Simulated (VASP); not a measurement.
# P4C (C2/m) in VASP: single point with r2SCAN

Aim: the single point of P4C with r2SCAN.

Program: VASP 6.6.1. These are calculated values, not measurements. Logs are shortened: lines on timing, memory, paths and dates and some standing lists are left out, and cuts for length are marked.

## Step 1: The cell of the first run

The structure is monoclinic, space group C2/m (No. 12). The conventional cell has a = 26.175 Å, b = 3.117 Å, c = 5.543 Å, α = 90.00°, β = 97.87°, γ = 90.00°. Within 2.5 Å of P (site symmetry m) lie 2 C at 1.90 Å and 1 P at 2.27 Å. Within 2.9 Å of P (site symmetry m) lie 3 P at 2.22 to 2.27 Å. P (site symmetry m) has 3 P at 2.22 to 2.27 Å within 2.9 Å. Within 2.9 Å of P (site symmetry m) lie 3 P at 2.22 to 2.27 Å. Within 1.8 Å of C (site symmetry m) lie 1 C at 1.36 Å.

## Step 2: Single point, r2SCAN

Input file POSCAR:

```
P4C
1.0
   13.0825481649     -1.5583052186     -0.3566045947
   13.0825481649      1.5583052186     -0.3566045947
   -0.6090263174      0.0000000000      5.5096635601
P C
8 2
Direct
    0.0470788848      0.0470788848      0.8025772019
    0.9529211152      0.9529211152      0.1974227981
    0.1231071897      0.1231071897      0.0539651603
    0.6578608685      0.6578608685      0.8406640543
    0.7320747282      0.7320747282      0.1045289320
    0.8768928103      0.8768928103      0.9460348397
    0.3421391315      0.3421391315      0.1593359457
    0.2679252718      0.2679252718      0.8954710680
    0.4804711675      0.4804711675      0.0686614666
    0.5195288325      0.5195288325      0.9313385334
```

Input file INCAR.step1:

```
PREC     = Accurate       # precision mode
ENCUT    = 660            # plane-wave cutoff, eV
ISMEAR   = 0              # smearing method
SIGMA    = 0.02           # smearing width, eV
LREAL    = False          # projectors in reciprocal space
LASPH    = True           # aspherical terms in the spheres
NELM     = 120            # most SCF steps
NBANDS   = 35             # bands
GGA      = PE             # functional
ALGO     = Normal         # electronic algorithm
EDIFF    = 1E-5           # SCF threshold, eV
LWAVE    = True           # write WAVECAR
LCHARG   = False          # write CHGCAR
GGA_COMPAT= False        
KPAR     = 4
```

Input file INCAR.step2:

```
PREC     = Accurate       # precision mode
ENCUT    = 660            # plane-wave cutoff, eV
EDIFF    = 1E-6           # SCF threshold, eV
ISMEAR   = 0              # smearing method
SIGMA    = 0.02           # smearing width, eV
LREAL    = False          # projectors in reciprocal space
LASPH    = True           # aspherical terms in the spheres
NELM     = 120            # most SCF steps
ALGO     = Normal         # electronic algorithm
ISIF     = 2              # what is computed and relaxed
LWAVE    = False          # write WAVECAR
LCHARG   = False          # write CHGCAR
METAGGA  = R2SCAN         # meta-GGA
LMIXTAU  = True         
NBANDS   = 35             # bands
ISTART   = 1            
GGA_COMPAT= False        
KPAR     = 4
```

Input file KPOINTS:

```
regular mesh
0
Gamma
  10 10 6
```

Potentials or basis: VASP PAW PBE potentials, release 64 (P, C).

Command:

```sh
$ cat potpaw_PBE.64/P/POTCAR potpaw_PBE.64/C/POTCAR > POTCAR
$ cp INCAR.step1 INCAR
$ mpirun -np 4 vasp_std > vasp.out
$ cp INCAR.step2 INCAR
$ mpirun -np 4 vasp_std > vasp.out
```

OUTCAR:

```text
PREC = Accurate
   ENCUT = 660
   EDIFF = 1E-6
   ISMEAR = 0
   LREAL = False
   LASPH = True
   NELM = 120
   ISIF = 2
   METAGGA = R2SCAN
   ISTART = 1

 ion  position               nearest neighbor table
   1  0.047  0.047  0.803-  10 1.90  10 1.90   3 2.27
   2  0.953  0.953  0.197-   9 1.90   9 1.90   6 2.27
   3  0.123  0.123  0.054-   4 2.22   4 2.22   1 2.27
   4  0.658  0.658  0.841-   3 2.22   3 2.22   5 2.27
   5  0.732  0.732  0.105-   8 2.22   8 2.22   4 2.27
   6  0.877  0.877  0.946-   7 2.22   7 2.22   2 2.27
   7  0.342  0.342  0.159-   6 2.22   6 2.22   8 2.27
   8  0.268  0.268  0.895-   5 2.22   5 2.22   7 2.27
   9  0.480  0.480  0.069-  10 1.36   2 1.90   2 1.90
  10  0.520  0.520  0.931-   9 1.36   1 1.90   1 1.90

  LATTYP: Found a base centered monoclinic cell.
 ALAT       =    26.1748148665
 B/A-ratio  =     0.1190690537
 C/A-ratio  =     0.2117769168
 COS(beta)  =    -0.1369108260

  Lattice vectors:

 A1 = (  13.0825481649,  -1.5583052186,  -0.3566045947)
 A2 = (  13.0825481649,   1.5583052186,  -0.3566045947)
 A3 = (  -0.6090263174,   0.0000000000,   5.5096635601)

Analysis of symmetry for initial positions (statically):
=====================================================================
 Subroutine PRICEL returns:
 Original cell was already a primitive cell.

 Routine SETGRP: Setting up the symmetry group for a
 base centered monoclinic supercell.

 Subroutine GETGRP returns: Found  4 space group operations
 (whereof  4 operations were pure point group operations)
 out of a pool of  4 trial point group operations.

The static configuration has the point symmetry C_2h.

Analysis of symmetry for dynamics (positions and initial velocities):
=====================================================================
 Subroutine PRICEL returns:
 Original cell was already a primitive cell.

 Routine SETGRP: Setting up the symmetry group for a
 base centered monoclinic supercell.

 Subroutine GETGRP returns: Found  4 space group operations
 (whereof  4 operations were pure point group operations)
 out of a pool of  4 trial point group operations.

The dynamic configuration has the point symmetry C_2h.

 Subroutine INISYM returns: Found  4 space group operations
 (whereof  4 operations are pure point group operations),
 and found     1 'primitive' translations

----------------------------------------------------------------------------------------

                                     Primitive cell

  volume of cell :     223.9698

  direct lattice vectors                    reciprocal lattice vectors
    13.082548165 -1.558305219 -0.356604595     0.038334357 -0.320861404  0.004237397
    13.082548165  1.558305219 -0.356604595     0.038334357  0.320861404  0.004237397
    -0.609026317  0.000000000  5.509663560     0.004962266  0.000000000  0.182047804

  length of vectors
    13.179853887 13.179853887  5.543221590     0.323171037  0.323171037  0.182115422

  position of ions in fractional coordinates (direct lattice)
     0.047078885  0.047078885  0.802577202
     0.952921115  0.952921115  0.197422798
     0.123107190  0.123107190  0.053965160
     0.657860869  0.657860869  0.840664054
     0.732074728  0.732074728  0.104528932
     0.876892810  0.876892810  0.946034840
     0.342139131  0.342139131  0.159335946
     0.267925272  0.267925272  0.895471068
     0.480471167  0.480471167  0.068661467
     0.519528833  0.519528833  0.931338533

  ion indices of the primitive-cell ions
   primitive index   ion index
                 1           1
                 2           2
                 3           3
                 4           4
                 5           5
                 6           6
                 7           7
                 8           8
                 9           9
                10          10

----------------------------------------------------------------------------------------

 KPOINTS: regular mesh

Automatic generation of k-mesh.
 Grid dimensions read from file:
 generate k-points for:   10   10    6

 Generating k-lattice:

  Cartesian coordinates                     Fractional coordinates (reciprocal lattice)
     0.003833436 -0.032086140  0.000423740     0.100000000  0.000000000  0.000000000
     0.003833436  0.032086140  0.000423740     0.000000000  0.100000000  0.000000000
     0.000827044  0.000000000  0.030341301     0.000000000  0.000000000  0.166666667

  Length of vectors
     0.032317104  0.032317104  0.030352570

  Shift w.r.t. Gamma in fractional coordinates (k-lattice)
     0.000000000  0.000000000  0.000000000

 Subroutine IBZKPT returns following result:
 ===========================================

 Found    172 irreducible k-points:

 Following reciprocal coordinates:
            Coordinates               Weight
  0.000000  0.000000  0.000000      1.000000
  0.100000 -0.000000  0.000000      4.000000
  0.200000 -0.000000  0.000000      4.000000
  0.300000 -0.000000  0.000000      4.000000
  0.400000  0.000000  0.000000      4.000000
  0.500000 -0.000000  0.000000      2.000000
[... 16 lines left out ...]
  0.300000  0.300000  0.000000      2.000000
  0.400000  0.300000  0.000000      4.000000
 [... further k-points ...]
   k-points           NKPTS =    172   k-points in BZ     NKDIM =    172   number of bands    NBANDS=     35
   number of dos      NEDOS =    301   number of ions     NIONS =     10
   total plane-waves  NPLWV = 602112
   dimension x,y,z NGX =   112 NGY =  112 NGZ =   48
   dimension x,y,z NGXF=   224 NGYF=  224 NGZF=   96
   ions per type =               8   2
   NGX,Y,Z   is equivalent  to a cutoff of  14.13, 14.13, 14.40 a.u.
   NGXF,Y,Z  is equivalent  to a cutoff of  28.25, 28.25, 28.79 a.u.
 SYSTEM =  unknown system
   PREC   = accura    normal or accurate (medium, high low for compatibility)
   ISTART =      1    job   : 0-new  1-cont  2-samecut
   ICHARG =      0    charge: 1-file 2-atom 10-const
   ISPIN  =      1    spin polarized calculation?
   LNONCOLLINEAR =      F non collinear calculations
   LSORBIT =      F    spin-orbit coupling
   LASPH  =      T    aspherical Exc in radial PAW
   ENCUT  =  660.0 eV  48.51 Ry    6.96 a.u.  27.61 27.61 11.61*2*pi/ulx,y,z
   NELM   =    120;   NELMIN=  2; NELMDL=  0     # of ELM steps
   EDIFF  = 0.1E-05   stopping-criterion for ELM
   LREAL  =      F    real-space projection
   EDIFFG = 0.1E-04   stopping-criterion for IOM
   NSW    =      0    number of steps for IOM
   IBRION =     -1    ionic relax: 0-MD 1-quasi-New 2-CG
   NFREE  =      0    steps in history (QN), initial steepest desc. (CG)
   ISIF   =      2    stress and relaxation
   ISYM   =      2    0-nonsym 1-usesym 2-fastsym
   POTIM  = 0.5000    time-step for ionic-motion
   TEBEG  =    0.0;   TEEND  =   0.0 temperature during run
   PSTRESS=    0.0 pullay stress
   NELECT =      48.0000    total number of electrons
   NUPDOWN=      -1.0000    fix difference up-down
   EMIN   =  10.00;   EMAX   =-10.00  energy-range for DOS
   EFERMI =   0.00;   METHOD = LEGACY
   ISMEAR =     0;   SIGMA  =   0.02  broadening in eV -4-tet -1-fermi 0-gaus
   EFERMI_NEDOS =   21; number of points for ismear=-14 and -15
   IALGO  =     38    algorithm
   IMIX   =      4    mixing-type and parameters
     AMIX     =   0.40;   BMIX     =  1.00
     AMIX_MAG =   1.60;   BMIX_MAG =  1.00
  volume/ion in A,a.u.               =      22.40       151.14
  Fermi-wavevector in a.u.,A,eV,Ry     =   0.979698  1.851360 13.058976  0.959808
  Thomas-Fermi vector in A             =   2.110571
   LORBIT       =      0    0 simple, 1 ext, 2 COOP (PROOUT), +10 PAW based schemes
   METAGGA = R2SCAN    functional components
   LHFCALC =     F    Hartree Fock is set to
   AEXX    =    0.0000 exact exchange contribution
   IVDW    =     0    specifies the selected vdW correction
   LEPSILON=     F    determine dielectric tensor
   LRPA    =     F    only Hartree local field effects (RPA)
 non-spin polarized calculation
 Gauss-broadening in eV      SIGMA  =   0.02
  energy-cutoff  :      660.00
  volume of cell :      223.97
 maximum number of plane-waves:      8693
 NGX is ok and might be reduce to   112
   NGX = 55   NGY = 55   NGZ = 23

 number of electron      48.0000002 magnetization

 Free energy of the ion-electron system (eV)
  ---------------------------------------------------
  ext. energy  EPLUGINS =         0.00000000
  ---------------------------------------------------
  free energy    TOTEN  =       -89.32778966 eV

  energy without entropy =      -89.32778966  energy(sigma->0) =      -89.32778966

 E-fermi :   2.5833     XC(G=0):  -8.7262

 val. band max:        2.4946515116   @ k =   0.5000   0.5000   0.5000
 cond. band min:       4.0200638632   @ k =  -0.3000   0.3000   0.0000
 fundamental gap:      1.5254123516
 Fermi energy:         2.5833194587

 k-point     1 :       0.0000    0.0000    0.0000
  band No.  band energies     occupation
      1     -14.3329      2.00000
      2     -12.6594      2.00000
      3     -12.3328      2.00000
      4     -10.6488      2.00000
      5     -10.6328      2.00000
      6      -7.5236      2.00000
[... 27 lines left out ...]
     34       7.8760      0.00000
     35       8.0647      0.00000

 k-point     2 :       0.1000   -0.0000    0.0000
  band No.  band energies     occupation
      1     -14.2208      2.00000
      2     -12.5258      2.00000
      3     -12.1809      2.00000
      4     -10.6188      2.00000
      5     -10.3972      2.00000
      6      -7.5298      2.00000
[... 27 lines left out ...]
     34       7.8744      0.00000
     35       8.1336      0.00000

 k-point     3 :       0.2000   -0.0000    0.0000
  band No.  band energies     occupation
      1     -13.8954      2.00000
      2     -12.1246      2.00000
      3     -11.7334      2.00000
      4     -10.3414      2.00000
      5      -9.8995      2.00000
      6      -7.6184      2.00000
[... 27 lines left out ...]
     34       8.0464      0.00000
     35       8.3015      0.00000
[... 723 lines left out ...]
 k-point    23 :       0.3000    0.3000    0.0000
  band No.  band energies     occupation
      1     -14.3311      2.00000
      2     -12.7733      2.00000
      3     -12.0581      2.00000
      4     -11.2847      2.00000
      5     -10.0398      2.00000
      6      -7.8811      2.00000
[... 27 lines left out ...]
     34       7.9453      0.00000
     35       8.2116      0.00000

 k-point    24 :       0.4000    0.3000    0.0000
  band No.  band energies     occupation
      1     -14.2189      2.00000
      2     -12.6473      2.00000
      3     -11.8499      2.00000
      4     -11.2463      2.00000
      5      -9.8291      2.00000
      6      -7.9312      2.00000
[... 27 lines left out ...]
     34       7.8192      0.00000
     35       7.9508      0.00000

 [... further k-points ...]

------------------------ aborting loop because EDIFF is reached ----------------------------------------

  FORCE on cell =-STRESS in cart. coord.  units (eV):
  Direction    XX          YY          ZZ          XY          YZ          ZX
  --------------------------------------------------------------------------------------
  -------------------------------------------------------------------------------------
  Total       -2.3619054     -1.9491342     -3.1935589      0.0000000      0.0000000      0.5430027
  in kB      -16.8959909    -13.9432145    -22.8452593      0.0000000      0.0000000      3.8843932
  external PRESSURE =     -17.8948216 kB  Pullay stress =       0.0000000 kB

 VOLUME and BASIS-vectors are now :
 -----------------------------------------------------------------------------
  energy-cutoff  :      660.00
  volume of cell :      223.97
      direct lattice vectors                 reciprocal lattice vectors
    13.082548165 -1.558305219 -0.356604595     0.038334357 -0.320861404  0.004237397
    13.082548165  1.558305219 -0.356604595     0.038334357  0.320861404  0.004237397
    -0.609026317  0.000000000  5.509663560     0.004962266  0.000000000  0.182047804

 POSITION                                       TOTAL-FORCE (eV/Angst)
 -----------------------------------------------------------------------------------
      0.74303      0.00000      4.38835        -0.053241      0.000000      0.319073
     24.81304      0.00000      0.40810         0.053241      0.000000     -0.319073
      3.18825      0.00000      0.20953         0.036934      0.000000     -0.470549
     16.70101      0.00000      4.16258        -0.087275      0.000000      0.500392
     19.09114      0.00000      0.05380         0.088665      0.000000     -0.495373
     22.36782      0.00000      4.58693        -0.036934      0.000000      0.470549
      8.85506      0.00000      0.63387         0.087275      0.000000     -0.500392
      6.46493      0.00000      4.74266        -0.088665      0.000000      0.495373
     12.52976      0.00000      0.03563         0.057172      0.000000      0.045128
     13.02631      0.00000      4.76083        -0.057172      0.000000     -0.045128
 -----------------------------------------------------------------------------------
    total drift:                               -0.000000      0.000000      0.000000

  FREE ENERGIE OF THE ION-ELECTRON SYSTEM (eV)
  ---------------------------------------------------
  free  energy   TOTEN  =       -89.3277896623 eV

  energy  without entropy=      -89.3277896623  energy(sigma->0) =      -89.32778966
```

Wall time 2.3 h (4 MPI ranks of Intel Xeon Platinum 8488C (Sapphire Rapids), shared host); peak memory 2.3 GiB.

Results:

```
Free energy            : -89.3278 eV
Pressure               : -1.8 GPa
Largest force          : 0.508 eV/Å
Band gap on the k mesh : 1.53 eV (least direct gap 1.82 eV)
```

Forces on the atoms (eV/Å):
```
P   -0.053  0.000  0.319
P    0.053  0.000 -0.319
P    0.037  0.000 -0.471
P   -0.087  0.000  0.500
P    0.089  0.000 -0.495
P   -0.037  0.000  0.471
P    0.087  0.000 -0.500
P   -0.089  0.000  0.495
C    0.057  0.000  0.045
C   -0.057  0.000 -0.045
```

Levels at points of the mesh, in eV from the valence-band top:
| k point | band 20 | band 21 | band 22 | band 23 | band 24 | band 25 | band 26 | band 27 | band 28 | band 29 |
| --- | --- | --- | --- | --- | --- | --- | --- | --- | --- | --- |
| (0.00, 0.00, 0.00) | -1.21 | -1.09 | -1.09 | -0.61 | -0.11 | 1.80 | 2.64 | 2.73 | 2.97 | 3.23 |
| (0.50, 0.00, 0.00) | -2.43 | -1.45 | -1.30 | -1.12 | -0.28 | 1.59 | 2.39 | 2.70 | 2.89 | 3.02 |
| (0.50, 0.50, 0.00) | -1.26 | -1.24 | -0.86 | -0.23 | -0.14 | 1.71 | 2.49 | 2.50 | 3.19 | 3.77 |
| (0.00, 0.00, 0.50) | -0.90 | -0.69 | -0.25 | -0.14 | -0.10 | 1.98 | 2.70 | 2.97 | 3.02 | 3.57 |
| (0.50, 0.00, 0.50) | -2.55 | -1.47 | -1.45 | -0.77 | -0.75 | 1.82 | 2.46 | 2.95 | 3.11 | 3.15 |
| (0.50, 0.50, 0.50) | -0.85 | -0.29 | -0.27 | -0.23 | 0.00 | 1.90 | 2.67 | 2.88 | 3.16 | 3.35 |

Caveat: the PAW data sets were made with another functional, which shifts forces and pressure a little. A k mesh can miss the band edges.
